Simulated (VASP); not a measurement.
## C: single point with PBE

C:

```
CELL_PARAMETERS angstrom
0.00000 1.79526 1.75983
1.79526 0.00000 1.75983
1.79526 1.79526 0.00000
ATOMIC_POSITIONS crystal
C 0.00000 0.00000 0.00000
C 0.25000 0.25000 0.25000
```

```yaml
Program: VASP 6.6.1
Task: single point
Functional: PBE
Potentials_or_basis: VASP PAW PBE potentials, release 64 (C)
Cutoff: 520 eV
k_mesh: 10 × 10 × 10
Occupations: gaussian, width 0.02 eV
Spin: no spin polarisation
Dipole_correction: no
Further_INCAR_settings: ALGO = Normal; EDIFF = 1e-07; NBANDS = 11
```

```yaml
Pressure: 2.5 GPa
Band_gap_on_the_k_mesh: 3.65 eV, indirect (least direct gap 5.23 eV)
```

Stress tensor (GPa, compression positive):
```
-3.59  0.00  0.00
 0.00 -3.59  0.00
 0.00  0.00 14.57
```

Levels at points of the mesh, in eV from the valence-band top:
```tsv
k point	band 2	band 3	band 4	band 5	band 6	band 7
(0.00, 0.00, 0.00)	-0.29	-0.29	0.00	5.23	5.48	5.48
(0.50, 0.00, 0.00)	-13.57	-3.17	-2.82	8.10	8.18	8.89
(0.50, 0.50, 0.00)	-12.75	-6.69	-6.69	4.25	4.25	16.68
(0.50, 0.00, 0.50)	-13.06	-6.39	-6.39	4.72	4.72	16.56
```

Wall time 13 s on 1 thread of Intel(R) Xeon(R) Platinum 8488C (Sapphire Rapids) (shared host), peak memory 0.12 GiB.

A k mesh can miss the band edges. PBE gaps usually lie below the measured ones, often by a third to a half.
